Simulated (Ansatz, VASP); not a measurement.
One calculation of KCl, two programs

Contents of INCAR:

```
SYSTEM = KCl
PREC     = Accurate       ! precision mode
ENCUT    = 520            ! plane-wave cutoff, eV
EDIFF    = 1E-6           ! SCF threshold, eV
ISMEAR   = 0              ! smearing method
SIGMA    = 0.05           ! smearing width, eV
LREAL    = .False.        ! projectors in reciprocal space
LASPH    = .True.         ! aspherical terms in the spheres
NELM     = 60             ! most SCF steps
ALGO     = Normal         ! electronic algorithm
ISIF     = 2              ! what is computed and relaxed
LWAVE    = .False.        ! write WAVECAR
LCHARG   = .False.        ! write CHGCAR
NBANDS   = 15             ! bands
```

Contents of KPOINTS:

```
regular mesh
0
Gamma
  8 8 8
  0 0 0
```

File POSCAR:

```
KCl
1.0
    0.0000000000      3.5427808131      2.5047460348
    3.5427808131      0.0000000000      2.5047460348
    3.5427808131      3.5427808131      0.0000000000
K Cl
1 1
Direct
    0.0000000000      0.0000000000      0.0000000000
    0.5000000000      0.5000000000      0.5000000000
```

Input for Ansatz:

```yaml
crystal:
  lattice:
    - [0.0, 3.5427808131, 2.5047460348]
    - [3.5427808131, 0.0, 2.5047460348]
    - [3.5427808131, 3.5427808131, 0.0]
  atoms:
    - { symbol: K, position: [0.0, 0.0, 0.0] }
    - { symbol: Cl, position: [0.5, 0.5, 0.5] }
basis:
  ecutwfc: 420
kpoints:
  mp_grid: { grid: [8, 8, 8] }
hamiltonian:
  xc: lda
scf:
  occupations: { method: gaussian, width: 0.05 }
output:
  forces: true
  stress: true
  eigenvalues: true
```

Alike in both runs: task single point; functional LDA; k mesh 8 × 8 × 8; occupations gaussian, width 0.05 eV; no spin polarisation.

```csv
,VASP,Ansatz
version,VASP 6.6.1,Ansatz 0.2.0
potentials or method,"VASP PAW LDA potentials, release 64 (K_sv, Cl), cutoff 520 eV","scalar-relativistic, plane waves, PAW"
valence electrons in the cell,16,16
```

|  | VASP | Ansatz | Ansatz less VASP |
| --- | --- | --- | --- |
| gap on the k mesh at the Fermi level (eV) | 3.50 | 3.50 | +0.008 |
| least direct gap on the mesh (eV) | 3.50 | 3.50 | +0.008 |
| pressure (GPa) | 7.1 | 6.9 | -0.21 |
| traceless stress, the component that is largest in VASP (GPa) | 19.84 | 19.36 | -0.481 |

LDA's correlation is that of Perdew and Zunger in VASP and of Perdew and Wang (1992) in Ansatz.
